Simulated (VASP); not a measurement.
Set up this calculation in VASP 6.6.1, as the native input.

- Task: single point
- Functional: PBE
- Potentials or basis: VASP PAW PBE potentials, release 64 (Sr_sv, Hf_pv, O)
- Cutoff: 520 eV
- k mesh: 3 × 3 × 6
- Occupations: gaussian, width 0.1 eV
- Spin: no spin polarisation
- Dipole correction: no
- Further INCAR settings: ALGO = Normal; EDIFF = 1e-06; NBANDS = 37

The structure of Sr4HfO lies in POSCAR:

```
Sr4HfO
1.0
    8.3316327804      0.0000000000      0.0000000000
   -4.1658163902      7.2154056429      0.0000000000
    0.0000000000      0.0000000000      3.5456521516
Sr Hf O
4 1 1
Direct
    0.3333333333      0.6666666667      0.0000000000
    0.1287172933      0.2574345865      0.5000000000
    0.7425654135      0.8712827067      0.5000000000
    0.1287172933      0.8712827067      0.5000000000
    0.6666666667      0.3333333333      0.0000000000
    0.0000000000      0.0000000000      0.0000000000
```

The cell was generated, and may not be a known phase.

The input as run:

INCAR

```
SYSTEM = Sr4HfO
PREC = Accurate
ENCUT = 520
EDIFF = 1E-6
ISMEAR = 0
SIGMA = 0.1
LREAL = .FALSE.
LASPH = .TRUE.
NELM = 80
ALGO = Normal
ISIF = 2
LWAVE = .FALSE.
LCHARG = .FALSE.
GGA = PE
NBANDS = 37
```

KPOINTS

```
Automatic mesh
0
G
  3 3 6
  0 0 0
```

Potentials or basis: VASP PAW PBE potentials, release 64 (Sr_sv, Hf_pv, O).

Run with:

```bash
$ cat potpaw_PBE.64/Sr_sv/POTCAR potpaw_PBE.64/Hf_pv/POTCAR potpaw_PBE.64/O/POTCAR > POTCAR
$ mpirun -np 1 vasp_std > vasp.out
```

It gave:

| Item | Value |
| --- | --- |
| Pressure | 0.3 GPa |
| Largest force | 0.033 eV/Å |
| Band gap on the k mesh | zero (bands 28 and 29 overlap by 0.50 eV) |

Caveat: spin-orbit coupling is left out, which moves the levels of the heavy elements.

Run time: 82 s on 1 thread of AMD EPYC 9R45 96-Core Processor (Zen 5), with other jobs on the host, peak memory 0.35 GiB.
